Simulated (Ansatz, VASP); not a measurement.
# SiO2 in VASP and in Ansatz

```xyz
12
Lattice="4.5892 0.0000 0.0000 -2.2946 3.9744 0.0000 0.0000 0.0000 8.4564" Properties=species:S:1:pos:R:3 pbc="T T T"
Si    2.2946    1.3248    7.9200
Si    2.2946    1.3248    4.7645
Si    0.0000    2.6496    0.5364
Si    0.0000    2.6496    3.6918
O    -0.7807    1.3523    0.0000
O     0.7807    1.3523    4.2282
O     3.0278    0.0000    4.2282
O     1.5139    2.6221    0.0000
O    -1.5139    2.6221    4.2282
O     2.2946    1.3248    6.3423
O     0.0000    2.6496    2.1141
O     1.5615    0.0000    0.0000
```

Alike in both runs: task single point; functional PBE; k mesh 6 × 6 × 4; occupations gaussian, width 0.02 eV; no spin polarisation.

```csv
,VASP,Ansatz
version,VASP 6.6.1,Ansatz 0.2.0
potentials or method,"VASP PAW PBE potentials, release 64 (Si, O), cutoff 520 eV","scalar-relativistic, plane waves, PAW"
valence electrons in the cell,64,64
```

VASP gave:

| Property | Result |
| --- | --- |
| gap on the k mesh at the Fermi level (eV) | 5.77 |
| least direct gap on the mesh (eV) | 5.93 |
| pressure (GPa) | 15.3 |
| traceless stress, the component that is largest in VASP (GPa) | -0.09 |
| rms of the force components (eV/Å) | 0.016 |

Task: Which values does Ansatz return?

Result: gap on the k mesh at the Fermi level (eV): 5.78; least direct gap on the mesh (eV): 5.93; pressure (GPa): 15.0; traceless stress, the component that is largest in VASP (GPa): 0.01; rms of the force components (eV/Å): 0.000.

Atom by atom the forces differ by 0.016 eV/Å (rms over components).
